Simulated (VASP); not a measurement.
# Ti (Im-3m) in VASP: a series of runs

The runs below take Ti through single point, with PBEsol.

All numbers are computed with VASP 6.6.1; they aren't measurements. Logs are shortened: lines on timing, memory, paths and dates and some standing lists are left out, and cuts for length are marked.

## Step 1: The cell of the first run

Symmetry: Im-3m, No. 229, cubic system. Conventional cell: a = 3.282 Å, b = 3.282 Å, c = 3.282 Å, α = 90.00°, β = 90.00°, γ = 90.00°. Ti (site symmetry m-3m) has 14 Ti at 2.84 to 3.28 Å within 3.7 Å.

## Step 2: Single point, PBEsol

The input, INCAR:

```
  PREC = Accurate
  ENCUT = 520
  EDIFF = 1E-6
  ISMEAR = -1
  SIGMA = 0.02
  LREAL = F
  LASPH = T
  NELM = 100
  ALGO = Normal
  ISIF = 2
  LWAVE = F
  LCHARG = T
  GGA = PS
  LELF = T
  LVHAR = T
  NBANDS = 12
```

The input, KPOINTS:

```
Automatic mesh
0
Gamma
  10 10 10
```

The input, POSCAR:

```
Ti
1.0
   -1.6410000000      1.6410000000      1.6410000000
    1.6410000000     -1.6410000000      1.6410000000
    1.6410000000      1.6410000000     -1.6410000000
Ti
1
Direct
    0.0000000000      0.0000000000      0.0000000000
```

Potentials or basis: VASP PAW PBE potentials, release 64 (Ti_sv).

On the command line:

```
$ cat potpaw_PBE.64/Ti_sv/POTCAR > POTCAR
$ mpirun -np 1 vasp_std > vasp.out
```

OUTCAR:

```text
PREC = Accurate
   ENCUT = 520
   EDIFF = 1E-6
   ISMEAR = -1
   LREAL = F
   LASPH = T
   NELM = 100
   ISIF = 2
   GGA = PS

 ion  position               nearest neighbor table
   1  0.000  0.000  0.000-

  LATTYP: Found a body centered cubic cell.
 ALAT       =     3.2820000000

  Lattice vectors:

 A1 = (  -1.6410000000,   1.6410000000,   1.6410000000)
 A2 = (   1.6410000000,  -1.6410000000,   1.6410000000)
 A3 = (   1.6410000000,   1.6410000000,  -1.6410000000)

Analysis of symmetry for initial positions (statically):
=====================================================================
 Subroutine PRICEL returns:
 Original cell was already a primitive cell.

 Routine SETGRP: Setting up the symmetry group for a
 body centered cubic supercell.

 Subroutine GETGRP returns: Found 48 space group operations
 (whereof 48 operations were pure point group operations)
 out of a pool of 48 trial point group operations.

The static configuration has the point symmetry O_h .

Analysis of symmetry for dynamics (positions and initial velocities):
=====================================================================
 Subroutine PRICEL returns:
 Original cell was already a primitive cell.

 Routine SETGRP: Setting up the symmetry group for a
 body centered cubic supercell.

 Subroutine GETGRP returns: Found 48 space group operations
 (whereof 48 operations were pure point group operations)
 out of a pool of 48 trial point group operations.

The dynamic configuration has the point symmetry O_h .

 Subroutine INISYM returns: Found 48 space group operations
 (whereof 48 operations are pure point group operations),
 and found     1 'primitive' translations

----------------------------------------------------------------------------------------

                                     Primitive cell

  volume of cell :      17.6761

  direct lattice vectors                    reciprocal lattice vectors
    -1.641000000  1.641000000  1.641000000     0.000000000  0.304692261  0.304692261
     1.641000000 -1.641000000  1.641000000     0.304692261  0.000000000  0.304692261
     1.641000000  1.641000000 -1.641000000     0.304692261  0.304692261  0.000000000

  length of vectors
     2.842295375  2.842295375  2.842295375     0.430899928  0.430899928  0.430899928

  position of ions in fractional coordinates (direct lattice)
     0.000000000  0.000000000  0.000000000

  ion indices of the primitive-cell ions
   primitive index   ion index
                 1           1

----------------------------------------------------------------------------------------

 KPOINTS: Automatic mesh

Automatic generation of k-mesh.
 Grid dimensions read from file:
 generate k-points for:   10   10   10

 Generating k-lattice:

  Cartesian coordinates                     Fractional coordinates (reciprocal lattice)
     0.000000000  0.030469226  0.030469226     0.100000000  0.000000000  0.000000000
     0.030469226  0.000000000  0.030469226     0.000000000  0.100000000  0.000000000
     0.030469226  0.030469226  0.000000000     0.000000000  0.000000000  0.100000000

  Length of vectors
     0.043089993  0.043089993  0.043089993

  Shift w.r.t. Gamma in fractional coordinates (k-lattice)
     0.000000000  0.000000000  0.000000000

 Subroutine IBZKPT returns following result:
 ===========================================

 Found     47 irreducible k-points:

 Following reciprocal coordinates:
            Coordinates               Weight
  0.000000  0.000000  0.000000      1.000000
  0.100000  0.000000  0.000000     12.000000
  0.200000  0.000000  0.000000     12.000000
  0.300000  0.000000  0.000000     12.000000
  0.400000  0.000000  0.000000     12.000000
  0.500000  0.000000  0.000000      6.000000
[... 16 lines left out ...]
  0.300000  0.300000  0.100000      8.000000
 -0.300000  0.300000  0.100000     24.000000
 [... further k-points ...]
   k-points           NKPTS =     47   k-points in BZ     NKDIM =     47   number of bands    NBANDS=     12
   number of dos      NEDOS =    301   number of ions     NIONS =      1
   total plane-waves  NPLWV =  13824
   dimension x,y,z NGX =    24 NGY =   24 NGZ =   24
   dimension x,y,z NGXF=    48 NGYF=   48 NGZF=   48
   ions per type =               1
   NGX,Y,Z   is equivalent  to a cutoff of  14.04, 14.04, 14.04 a.u.
   NGXF,Y,Z  is equivalent  to a cutoff of  28.08, 28.08, 28.08 a.u.
 SYSTEM =  unknown system
   PREC   = accura    normal or accurate (medium, high low for compatibility)
   ISTART =      0    job   : 0-new  1-cont  2-samecut
   ICHARG =      2    charge: 1-file 2-atom 10-const
   ISPIN  =      1    spin polarized calculation?
   LNONCOLLINEAR =      F non collinear calculations
   LSORBIT =      F    spin-orbit coupling
   LASPH  =      T    aspherical Exc in radial PAW
   ENCUT  =  520.0 eV  38.22 Ry    6.18 a.u.   5.28  5.28  5.28*2*pi/ulx,y,z
   NELM   =    100;   NELMIN=  2; NELMDL= -5     # of ELM steps
   EDIFF  = 0.1E-05   stopping-criterion for ELM
   LREAL  =      F    real-space projection
   EDIFFG = 0.1E-04   stopping-criterion for IOM
   NSW    =      0    number of steps for IOM
   IBRION =     -1    ionic relax: 0-MD 1-quasi-New 2-CG
   NFREE  =      0    steps in history (QN), initial steepest desc. (CG)
   ISIF   =      2    stress and relaxation
   ISYM   =      2    0-nonsym 1-usesym 2-fastsym
   POTIM  = 0.5000    time-step for ionic-motion
   TEBEG  =    0.0;   TEEND  =   0.0 temperature during run
   PSTRESS=    0.0 pullay stress
   NELECT =      12.0000    total number of electrons
   NUPDOWN=      -1.0000    fix difference up-down
   EMIN   =  10.00;   EMAX   =-10.00  energy-range for DOS
   EFERMI =   0.00;   METHOD = LEGACY
   ISMEAR =    -1;   SIGMA  =   0.02  broadening in eV -4-tet -1-fermi 0-gaus
   EFERMI_NEDOS =   21; number of points for ismear=-14 and -15
   IALGO  =     38    algorithm
   IMIX   =      4    mixing-type and parameters
     AMIX     =   0.40;   BMIX     =  1.00
     AMIX_MAG =   1.60;   BMIX_MAG =  1.00
  volume/ion in A,a.u.               =      17.68       119.28
  Fermi-wavevector in a.u.,A,eV,Ry     =   1.438821  2.718977 28.166848  2.070205
  Thomas-Fermi vector in A             =   2.557745
   LORBIT       =      0    0 simple, 1 ext, 2 COOP (PROOUT), +10 PAW based schemes
   GGA     = PS    functional components
   LHFCALC =     F    Hartree Fock is set to
   AEXX    =    0.0000 exact exchange contribution
   IVDW    =     0    specifies the selected vdW correction
   LEPSILON=     F    determine dielectric tensor
   LRPA    =     F    only Hartree local field effects (RPA)
 non-spin polarized calculation
  energy-cutoff  :      520.00
  volume of cell :       17.68
 maximum number of plane-waves:       490
 NGX is ok and might be reduce to    24
   NGX = 11   NGY = 11   NGZ = 11

 number of electron      12.0000001 magnetization

 Free energy of the ion-electron system (eV)
  ---------------------------------------------------
  ext. energy  EPLUGINS =         0.00000000
  ---------------------------------------------------
  free energy    TOTEN  =        -8.21181307 eV

  energy without entropy =       -8.20853743  energy(sigma->0) =       -8.21017525

 E-fermi :   7.7797     XC(G=0): -11.5481

 val. band max:        7.7748344107   @ k =   0.3000   0.2000   0.0000
 cond. band min:       7.7930094312   @ k =   0.3000   0.1000   0.1000
 fundamental gap:      0.0181750205
 Fermi energy:         7.7796544112

 k-point     1 :       0.0000    0.0000    0.0000
  band No.  band energies     occupation
      1     -48.5550      2.00000
      2     -24.5254      2.00000
      3     -24.5254      2.00000
      4     -24.5254      2.00000
      5       1.8625      2.00000
      6       8.7450      0.00000
      7       8.7450      0.00000
      8       8.7450      0.00000
      9      10.4789      0.00000
     10      10.4789      0.00000
     11      25.0725      0.00000
     12      25.0725      0.00000

 k-point     2 :       0.1000    0.0000    0.0000
  band No.  band energies     occupation
      1     -48.5432      2.00000
      2     -24.5893      2.00000
      3     -24.5452      2.00000
      4     -24.5258      2.00000
      5       2.1963      2.00000
      6       8.5965      0.00000
      7       8.6939      0.00000
      8       8.9870      0.00000
      9      10.3214      0.00000
     10      10.4890      0.00000
     11      24.5065      0.00000
     12      24.9846      0.00000

 k-point     3 :       0.2000    0.0000    0.0000
  band No.  band energies     occupation
      1     -48.5122      2.00000
      2     -24.7541      2.00000
      3     -24.5966      2.00000
      4     -24.5267      2.00000
      5       3.1187      2.00000
      6       8.2301      0.00000
      7       8.4235      0.00000
      8       9.6670      0.00000
      9      10.1634      0.00000
     10      10.5346      0.00000
     11      22.6694      0.00000
     12      24.1287      0.00000
[... 286 lines left out ...]
 k-point    23 :       0.3000    0.3000    0.1000
  band No.  band energies     occupation
      1     -48.4203      2.00000
      2     -24.9306      2.00000
      3     -24.9306      2.00000
      4     -24.6607      2.00000
      5       6.8057      2.00000
      6       7.3052      2.00000
      7       7.3052      2.00000
      8      10.7883      0.00000
      9      10.7883      0.00000
     10      15.7660      0.00000
     11      15.7660      0.00000
     12      16.7032      0.00000

 k-point    24 :      -0.3000    0.3000    0.1000
  band No.  band energies     occupation
      1     -48.4641      2.00000
      2     -24.9438      2.00000
      3     -24.6817      2.00000
      4     -24.5749      2.00000
      5       4.5900      2.00000
      6       8.0019      0.00003
      7       8.0568      0.00000
      8       9.8030      0.00000
      9      10.5676      0.00000
     10      10.9410      0.00000
     11      20.1733      0.00000
     12      22.6945      0.00000

 [... further k-points ...]
[... 5 lines left out ...]
  --------------------------------------------------------------------------------------
  -------------------------------------------------------------------------------------
  Total       -0.7836678     -0.7836678     -0.7836678     -0.0000000     -0.0000000      0.0000000
  in kB      -71.0324576    -71.0324576    -71.0324576     -0.0000000     -0.0000000      0.0000000
  external PRESSURE =     -71.0324576 kB  Pullay stress =       0.0000000 kB

 VOLUME and BASIS-vectors are now :
 -----------------------------------------------------------------------------
  energy-cutoff  :      520.00
  volume of cell :       17.68
      direct lattice vectors                 reciprocal lattice vectors
    -1.641000000  1.641000000  1.641000000     0.000000000  0.304692261  0.304692261
     1.641000000 -1.641000000  1.641000000     0.304692261  0.000000000  0.304692261
     1.641000000  1.641000000 -1.641000000     0.304692261  0.304692261  0.000000000

 POSITION                                       TOTAL-FORCE (eV/Angst)
 -----------------------------------------------------------------------------------
      0.00000      0.00000      0.00000        -0.000000     -0.000000     -0.000000
 -----------------------------------------------------------------------------------
    total drift:                                0.000000      0.000000     -0.000000

  FREE ENERGIE OF THE ION-ELECTRON SYSTEM (eV)
  ---------------------------------------------------
  free  energy   TOTEN  =        -8.2118130702 eV

  energy  without entropy=       -8.2085374315  energy(sigma->0) =       -8.21017525
```

Run time: 14 s. Hardware: 1 thread of Intel Xeon 8259CL, shared host; peak memory 0.14 GiB.

What came out:

- Free energy: -8.2118 eV
- Pressure: -7.1 GPa
- Band gap on the k mesh: zero (band 6 reaches 8.74 eV, above the bottom of band 7 at 7.13 eV)

Levels at points of the mesh, in eV from the Fermi level:
| k point | band 2 | band 3 | band 4 | band 5 | band 6 | band 7 | band 8 | band 9 | band 10 | band 11 |
| --- | --- | --- | --- | --- | --- | --- | --- | --- | --- | --- |
| (0.00, 0.00, 0.00) | -32.31 | -32.31 | -32.31 | -5.92 | 0.97 | 0.97 | 0.97 | 2.70 | 2.70 | 17.29 |
| (0.50, 0.00, 0.00) | -32.95 | -32.51 | -32.31 | -2.42 | -0.39 | 1.10 | 2.68 | 3.03 | 4.19 | 8.58 |
| (0.50, 0.50, 0.50) | -32.75 | -32.75 | -32.75 | -2.05 | -2.05 | 3.85 | 3.85 | 3.85 | 8.21 | 8.21 |

Caveat: the PAW data sets were made with another functional, which shifts forces and pressure a little.

## Step 3: Single point, PBEsol

The input, INCAR:

```
PREC = Accurate
ENCUT = 520
EDIFF = 1E-6
ISMEAR = -1
SIGMA = 0.02
LREAL = F
LASPH = T
NELM = 100
ALGO = Normal
ISIF = 2
LWAVE = F
LCHARG = F
GGA = PS
NBANDS = 12
```

The input, KPOINTS:

```
Automatic mesh
0
Gamma
  12 12 12
```

POSCAR is that of step 2.

Potentials or basis: VASP PAW PBE potentials, release 64 (Ti_sv).

On the command line:

```
$ cat potpaw_PBE.64/Ti_sv/POTCAR > POTCAR
$ mpirun -np 1 vasp_std > vasp.out
```

Run time: 19 s. Hardware: 1 thread of Intel Xeon 8259CL, shared host; peak memory 0.14 GiB.

Results (log left out):

```yaml
Free_energy: -8.2107 eV
Pressure: -7.1 GPa
Band_gap_on_the_k_mesh: zero (band 6 reaches 8.75 eV, above the bottom of band 7 at 7.18 eV)
```

Levels at points of the mesh, in eV from the Fermi level:
| k point | band 3 | band 4 | band 5 | band 6 | band 7 | band 8 | band 9 | band 10 |
| --- | --- | --- | --- | --- | --- | --- | --- | --- |
| (0.00, 0.00, 0.00) | -32.33 | -32.33 | -5.95 | 0.94 | 0.94 | 0.94 | 2.67 | 2.67 |
| (0.50, 0.00, 0.00) | -32.54 | -32.34 | -2.45 | -0.42 | 1.06 | 2.65 | 3.00 | 4.16 |
| (0.50, 0.50, 0.50) | -32.78 | -32.78 | -2.08 | -2.08 | 3.82 | 3.82 | 3.82 | 8.18 |

Caveat: the PAW data sets were made with another functional, which shifts forces and pressure a little.
